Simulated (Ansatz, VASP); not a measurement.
## Na: VASP beside Ansatz

File INCAR:

```
  PREC = Accurate
  ENCUT = 520
  EDIFF = 1E-6
  ISMEAR = -1
  SIGMA = 0.05
  LREAL = False
  LASPH = True
  NELM = 60
  ALGO = Fast
  ISIF = 2
  LWAVE = False
  LCHARG = False
  GGA = PE
  NBANDS = 10
```

File KPOINTS:

```
Automatic mesh
0
Gamma
  10 10 10
```

Contents of POSCAR:

```
Na
1.0
   -1.9131398649      1.9131398649      2.6719816688
    1.9131398649     -1.9131398649      2.6719816688
    1.9131398649      1.9131398649     -2.6719816688
Na
1
Direct
    0.0000000000      0.0000000000      0.0000000000
```

Contents of input.yaml:

```yaml
crystal:
  lattice:
    - [-1.9131398649, 1.9131398649, 2.6719816688]
    - [1.9131398649, -1.9131398649, 2.6719816688]
    - [1.9131398649, 1.9131398649, -2.6719816688]
  atoms:
    - { symbol: Na, position: [0.0, 0.0, 0.0] }
kpoints:
  mp_grid: { grid: [10, 10, 10] }
scf:
  occupations: { method: fermi_dirac, width: 0.05 }
hamiltonian:
  xc: pbe
  pseudopotentials: { kind: all_electron, lapw: { basis_error: 0.0005 } }
output:
  forces: true
  stress: true
  eigenvalues: true
```

Change from the starting cell: volume scaled by 1.04.

Alike in both runs: task single point; functional PBE; k mesh 10 × 10 × 10; occupations fermi-dirac, width 0.05 eV; no spin polarisation.

|  | VASP | Ansatz |
| --- | --- | --- |
| version | VASP 6.6.1 | Ansatz 0.2.0 |
| potentials or method | VASP PAW PBE potentials, release 64 (Na_pv), cutoff 520 eV | all-electron LAPW, scalar-relativistic |

Ansatz gave:

| Quantity | Value |
| --- | --- |
| gap on the k mesh at the Fermi level (eV) | none |
| pressure (GPa) | -0.4 |

**Question.** Which values does VASP return?

**Answer.** gap on the k mesh at the Fermi level (eV): none; pressure (GPa): -0.5.

A gap of «none» marks a metal or a gap that the smearing closes. Ansatz ran all-electron here, and VASP with PAW potentials.
